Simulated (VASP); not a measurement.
# BaS (hm.bA) (Fm-3m) in VASP: a series of runs, part 2 of 2

VASP 6.6.1. The steps go on from the part before.

**4. Single point, PBE**

This run uses another cell than the first one, of 33.22 Å³/atom, 1.028 times its volume.

File INCAR:

```
ALGO = Normal ; EDIFF = 1E-6
ENCUT = 500 ; GGA = PE
GGA_COMPAT = False ; ISIF = 2
ISMEAR = 0 ; LASPH = True
LCHARG = True ; LELF = True
LREAL = False ; LVHAR = True
LWAVE = False ; NBANDS = 15
NELM = 120 ; PREC = Accurate
SIGMA = 0.02
```

File KPOINTS:

```
k-points
0
Gamma
  8 8 8
```

File POSCAR:

```
BaS
1.0
    0.0000000000      3.2146970790      3.2146970790
    3.2146970790      0.0000000000      3.2146970790
    3.2146970790      3.2146970790      0.0000000000
Ba S
1 1
Direct
    0.0000000000      0.0000000000      0.0000000000
    0.5000000000      0.5000000000      0.5000000000
```

Potentials or basis: VASP PAW PBE potentials, release 64 (Ba_sv, S).

Run with:

```sh
cat potpaw_PBE.64/Ba_sv/POTCAR potpaw_PBE.64/S/POTCAR > POTCAR
mpirun -np 1 vasp_std > vasp.out
```

OUTCAR:

```text
EDIFF = 1E-6
   ENCUT = 500
   GGA = PE
   ISIF = 2
   ISMEAR = 0
   LASPH = True
   LREAL = False
   NELM = 120
   PREC = Accurate

 ion  position               nearest neighbor table
   1  0.000  0.000  0.000-   2 3.21   2 3.21   2 3.21   2 3.21   2 3.21   2 3.21
   2  0.500  0.500  0.500-   1 3.21   1 3.21   1 3.21   1 3.21   1 3.21   1 3.21

  LATTYP: Found a face centered cubic cell.
 ALAT       =     6.4293941580

  Lattice vectors:

 A1 = (   0.0000000000,   3.2146970790,   3.2146970790)
 A2 = (   3.2146970790,   0.0000000000,   3.2146970790)
 A3 = (   3.2146970790,   3.2146970790,   0.0000000000)

Analysis of symmetry for initial positions (statically):
=====================================================================
 Subroutine PRICEL returns:
 Original cell was already a primitive cell.

 Routine SETGRP: Setting up the symmetry group for a
 face centered cubic supercell.

 Subroutine GETGRP returns: Found 48 space group operations
 (whereof 48 operations were pure point group operations)
 out of a pool of 48 trial point group operations.

The static configuration has the point symmetry O_h .

[... 167 lines left out ...]

 k-point     1 :       0.0000    0.0000    0.0000
  band No.  band energies     occupation
      1     -24.7842      2.00000
      2      -9.8415      2.00000
      3      -9.8415      2.00000
      4      -9.8415      2.00000
      5      -8.9774      2.00000
      6       1.3532      2.00000
      7       1.3532      2.00000
      8       1.3532      2.00000
      9       4.8574      0.00000
     10       5.2185      0.00000
     11       5.2185      0.00000
     12       5.2185      0.00000
     13       6.1239      0.00000
     14       6.1239      0.00000
[... 401 lines left out ...]
      2     -10.6952      2.00000
      3     -10.0218      2.00000
      4      -9.9389      2.00000
      5      -8.1066      2.00000
      6      -0.0997      2.00000
      7       0.5113      2.00000
      8       0.5809      2.00000
      9       6.0128      0.00000
     10       6.1853      0.00000
     11       7.9269      0.00000
     12       8.1316      0.00000
     13       9.0869      0.00000
     14      10.0068      0.00000
     15      10.6279      0.00000

 [... further k-points ...]
[... 5 lines left out ...]
  --------------------------------------------------------------------------------------
  -------------------------------------------------------------------------------------
  Total        0.2186563      0.2186563      0.2186563      0.0000000      0.0000000      0.0000000
  in kB        5.2725712      5.2725712      5.2725712      0.0000000      0.0000000      0.0000000
  external PRESSURE =       5.2725712 kB  Pullay stress =       0.0000000 kB

 VOLUME and BASIS-vectors are now :
 -----------------------------------------------------------------------------
  energy-cutoff  :      500.00
  volume of cell :       66.44
      direct lattice vectors                 reciprocal lattice vectors
     0.000000000  3.214697079  3.214697079    -0.155535650  0.155535650  0.155535650
     3.214697079  0.000000000  3.214697079     0.155535650 -0.155535650  0.155535650
     3.214697079  3.214697079  0.000000000     0.155535650  0.155535650 -0.155535650

 POSITION                                       TOTAL-FORCE (eV/Angst)
 -----------------------------------------------------------------------------------
      0.00000      0.00000      0.00000         0.000000      0.000000     -0.000000
      3.21470      3.21470      3.21470        -0.000000     -0.000000      0.000000
 -----------------------------------------------------------------------------------
    total drift:                                0.000000      0.000000      0.000000

  FREE ENERGIE OF THE ION-ELECTRON SYSTEM (eV)
  ---------------------------------------------------
  free  energy   TOTEN  =       -10.1925669786 eV

  energy  without entropy=      -10.1925669786  energy(sigma->0) =      -10.19256698
```

It took 64 s on 1 thread of Intel Xeon 8259CL, shared host; peak memory 0.21 GiB.

What came out:

```yaml
Free_energy: -10.1926 eV
Pressure: 0.5 GPa
Band_gap_on_the_k_mesh: 2.14 eV, indirect (least direct gap 2.29 eV)
```

Caveat: spin-orbit coupling is left out, which moves the levels of the heavy elements. A k mesh can miss the band edges.

**5. Relaxation of cell and atoms, PBE**

File INCAR:

```
SYSTEM = BaS
  ALGO = Normal
  EDIFF = 1E-7
  EDIFFG = -0.002
  ENCUT = 500
  GGA = PE
  GGA_COMPAT = .FALSE.
  IBRION = 2
  ISIF = 3
  ISMEAR = 0
  LASPH = .TRUE.
  LCHARG = .FALSE.
  LREAL = .FALSE.
  LWAVE = .FALSE.
  NELM = 120
  NELMIN = 4
  NSW = 100
  PREC = Accurate
  SIGMA = 0.02
```

File KPOINTS:

```
k-points
0
G
  8 8 8
  0 0 0
```

File POSCAR:

```
BaS
1.0
    0.0000000000      3.1850000000      3.1850000000
    3.1850000000      0.0000000000      3.1850000000
    3.1850000000      3.1850000000      0.0000000000
Ba S
1 1
Direct
    0.0000000000      0.0000000000      0.0000000000
    0.5000000000      0.5000000000      0.5000000000
```

Run with:

```sh
cat potpaw_PBE.64/Ba_sv/POTCAR potpaw_PBE.64/S/POTCAR > POTCAR
mpirun -np 1 vasp_std > vasp.out
```

Run time: 2.1 min. Hardware: 1 thread of Intel Xeon 8259CL, shared host; peak memory 0.21 GiB.

It converged, with:

| Property | Result |
| --- | --- |
| Free energy | -10.1936 eV |
| Relaxed volume | 33.63 Å³/atom |
| Relaxed cell | a = 4.565 Å, b = 4.565 Å, c = 4.565 Å, α = 60.00°, β = 60.00°, γ = 60.00° |
| Space group after relaxing (to 0.05 Å) | Fm-3m (No. 225) |
| Energy gained by relaxing | 7.3 meV/atom |
| Ionic steps | 3 |
| Pressure after relaxing | 0.0 GPa |
| Band gap on the k mesh | 2.16 eV, indirect (least direct gap 2.31 eV) |

Step by step:
```tsv
step	energy change (eV)	largest force (eV/Å)	pressure (GPa)	volume (Å³)
1	0.0000	0.0000	1.82	64.62
2	-0.0132	0.0000	-0.50	68.12
3	-0.0145	0.0000	0.00	67.27
```

Final structure:
```cif
data_structure
_symmetry_space_group_name_H-M 'P 1'
_symmetry_Int_Tables_number 1
_cell_length_a 4.5650
_cell_length_b 4.5650
_cell_length_c 4.5650
_cell_angle_alpha 60.000
_cell_angle_beta 60.000
_cell_angle_gamma 60.000
_cell_volume 67.27
loop_
_atom_site_label
_atom_site_type_symbol
_atom_site_fract_x
_atom_site_fract_y
_atom_site_fract_z
_atom_site_occupancy
Ba1 Ba 0.00000 0.00000 0.00000 1
S1 S 0.50000 0.50000 0.50000 1
```

Levels at points of the mesh, in eV from the valence-band top:
| k point | band 6 | band 7 | band 8 | band 9 | band 10 | band 11 |
| --- | --- | --- | --- | --- | --- | --- |
| (0.00, 0.00, 0.00) | 0.00 | 0.00 | 0.00 | 3.45 | 3.86 | 3.86 |
| (0.50, 0.00, 0.00) | -1.87 | -1.03 | -1.03 | 5.43 | 5.59 | 6.18 |
| (0.50, 0.50, 0.00) | -0.56 | -0.15 | -0.15 | 2.16 | 5.83 | 5.85 |

Caveat: spin-orbit coupling is left out, which moves the levels of the heavy elements.

**6. Overview**

| task | cell | k mesh | smearing | gap on the mesh (eV) | pressure (GPa) |
| --- | --- | --- | --- | --- | --- |
| single point | a = 4.504 Å, angles 60.0°, 2 atoms | 6 × 6 × 6 | gaussian 0.1 eV | 2.09 | 1.8 |
| single point | a = 4.546 Å, angles 60.0°, 2 atoms | 8 × 8 × 8 | gaussian 0.02 eV | 2.14 | 0.5 |
| relaxation of cell and atoms | relaxed from a = 4.504 Å, angles 60.0°, 2 atoms | 8 × 8 × 8 | gaussian 0.02 eV | 2.16 | 0.0 |

Alike in all rows: level PBE; potentials or basis VASP PAW PBE potentials, release 64 (Ba_sv, S); no spin polarisation; cutoff (eV) 500.

Caveats: spin-orbit coupling is left out, which moves the levels of the heavy elements.

Total energies depend on the potentials used, so only differences within one code and one set of settings carry meaning.
